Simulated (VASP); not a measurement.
## Sb3Au: single point with LDA

The system is Sb3Au.

```xyz
4
Lattice="-3.0996 3.0996 3.0996 3.0996 -3.0996 3.0996 3.0996 3.0996 -3.0996" Properties=species:S:1:pos:R:3 pbc="T T T"
Sb    3.0996    0.0000    0.0000
Sb    0.0000    3.0996    0.0000
Sb    0.0000    0.0000    3.0996
Au    0.0000    0.0000    0.0000
```

```json
{"Program": "VASP 6.6.1", "Task": "single point", "Functional": "LDA", "Potentials or basis": "VASP PAW LDA potentials, release 64 (Sb, Au)", "Cutoff": "520 eV", "k mesh": "10 × 10 × 10", "Occupations": "fermi-dirac, width 0.05 eV", "Spin": "no spin polarisation"}
```

```json
{
  "Pressure": "-9.8 GPa",
  "Band gap on the k mesh": "zero (bands 13 and 14 overlap by 2.44 eV)"
}
```

Levels at points of the mesh, in eV from the Fermi level:
| k point | band 9 | band 10 | band 11 | band 12 | band 13 | band 14 | band 15 | band 16 | band 17 | band 18 |
| --- | --- | --- | --- | --- | --- | --- | --- | --- | --- | --- |
| (0.00, 0.00, 0.00) | -3.24 | -3.16 | -3.16 | -1.22 | -1.22 | -1.22 | -1.07 | 3.91 | 3.91 | 3.91 |
| (0.50, 0.00, 0.00) | -2.86 | -2.61 | -1.79 | -0.41 | -0.11 | 0.07 | 0.80 | 2.27 | 4.32 | 4.63 |
| (0.50, 0.50, 0.50) | -3.47 | -3.28 | -3.28 | -0.23 | -0.06 | -0.06 | -0.06 | 5.49 | 5.49 | 5.49 |

Wall time 46 s on 1 thread of Intel(R) Xeon(R) 6975P-C (Granite Rapids), with other jobs on the host, peak memory 0.27 GiB.

Caveat: the cell stands under tension; spin-orbit coupling is left out, which moves the levels of the heavy elements.
